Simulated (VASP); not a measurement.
Write the native input for VASP 6.6.1 that does the following.

- Task: single point
- Functional: revPBE
- Potentials or basis: VASP PAW PBE potentials, release 64 (K_sv)
- Cutoff: 520 eV
- k mesh: 13 × 13 × 13
- Occupations: fermi-dirac, width 0.1 eV
- Spin: no spin polarisation
- Dipole correction: no
- Further INCAR settings: ALGO = Normal; EDIFF = 1e-06; NBANDS = 10

The structure of K lies in POSCAR:

```
K
1.0
    0.0000000000      3.3752128809      3.3752128809
    3.3752128809      0.0000000000      3.3752128809
    3.3752128809      3.3752128809      0.0000000000
K
1
Direct
    0.0000000000      0.0000000000      0.0000000000
```

This isn't the form of K at room conditions, which is bcc.

One way to write it, as run:

INCAR

```
SYSTEM = K
ALGO     = Normal         ! electronic algorithm
EDIFF    = 1E-6           ! SCF threshold, eV
ENCUT    = 520            ! plane-wave cutoff, eV
GGA      = RE             ! functional
ISIF     = 2              ! what is computed and relaxed
ISMEAR   = -1             ! smearing method
LASPH    = .True.         ! aspherical terms in the spheres
LCHARG   = .False.        ! write CHGCAR
LREAL    = .False.        ! projectors in reciprocal space
LWAVE    = .False.        ! write WAVECAR
NBANDS   = 10             ! bands
NELM     = 100            ! most SCF steps
PREC     = Accurate       ! precision mode
SIGMA    = 0.1            ! smearing width, eV
```

KPOINTS

```
k-points
0
Gamma
  13 13 13
  0 0 0
```

Potentials or basis: VASP PAW PBE potentials, release 64 (K_sv).

Command:

```console
$ cat potpaw_PBE.64/K_sv/POTCAR > POTCAR
$ mpirun -np 1 vasp_std > vasp.out
```

Results of the run:

```
Pressure               : 0.1 GPa
Band gap on the k mesh : zero (an odd number of electrons rules out a gap without spin polarisation)
```

Caveat: the PAW data sets were made with another functional, which shifts forces and pressure a little.

Wall time 22 s on 1 thread of Intel(R) Xeon(R) Platinum 8488C (Sapphire Rapids), with other jobs on the host, peak memory 0.23 GiB.
